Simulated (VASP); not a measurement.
Set up this calculation in VASP 6.6.1, as the native input.

```
Task                   : relaxation of cell and atoms
Functional             : PBE
Potentials or basis    : VASP PAW PBE potentials, release 64 (Hf_pv, N)
Cutoff                 : 600 eV
k mesh                 : 15 × 15 × 15
Occupations            : fermi-dirac, width 0.05 eV
Spin                   : no spin polarisation
Target pressure        : 340 GPa
Dipole correction      : no
Further INCAR settings : ALGO = Normal; EDIFF = 1e-06; IBRION = 2; EDIFFG = -0.005; NSW = 32; ISIF = 3
```

The structure of HfN (CsCl type) lies in POSCAR:

```
HfN
1.0
    2.3907735367      0.0000000000      0.0000000000
    0.0000000000      2.3907735367      0.0000000000
    0.0000000000      0.0000000000      2.3907735367
Hf N
1 1
Direct
    0.0000000000      0.0000000000      0.0000000000
    0.5000000000      0.5000000000      0.5000000000
```

These files were run (other wordings do the same):

INCAR

```
SYSTEM = HfN
PREC = Accurate
ENCUT = 600
EDIFF = 1E-6
ISMEAR = -1
SIGMA = 0.05
LREAL = .FALSE.
LASPH = .TRUE.
NELM = 80
ALGO = Normal
ISIF = 3
LWAVE = .FALSE.
LCHARG = .FALSE.
GGA = PE
IBRION = 2
NSW = 32
EDIFFG = -0.005
PSTRESS = 3400.0
```

KPOINTS

```
Automatic mesh
0
G
  15 15 15
  0 0 0
```

Potentials or basis: VASP PAW PBE potentials, release 64 (Hf_pv, N).

Run with:

```sh
$ cat potpaw_PBE.64/Hf_pv/POTCAR potpaw_PBE.64/N/POTCAR > POTCAR
$ mpirun -np 1 vasp_std > vasp.out
```

Results of the run:

| Item | Value |
| --- | --- |
| Relaxed volume | 6.79 Å³/atom |
| Relaxed cell | a = 2.386 Å, b = 2.386 Å, c = 2.386 Å, α = 90.00°, β = 90.00°, γ = 90.00° |
| Space group after relaxing (to 0.05 Å) | Pm-3m (No. 221) |
| Energy change on relaxing (the enthalpy is what falls) | +84.1 meV/atom |
| Ionic steps | 4 |
| Pressure after relaxing | 339.9 GPa |

Caveat: the cell is relaxed towards a set pressure, so the enthalpy falls and the energy may rise.

Run time: 31 s on 1 thread of Intel Xeon 6975P-C, on a shared host, peak memory 0.16 GiB.
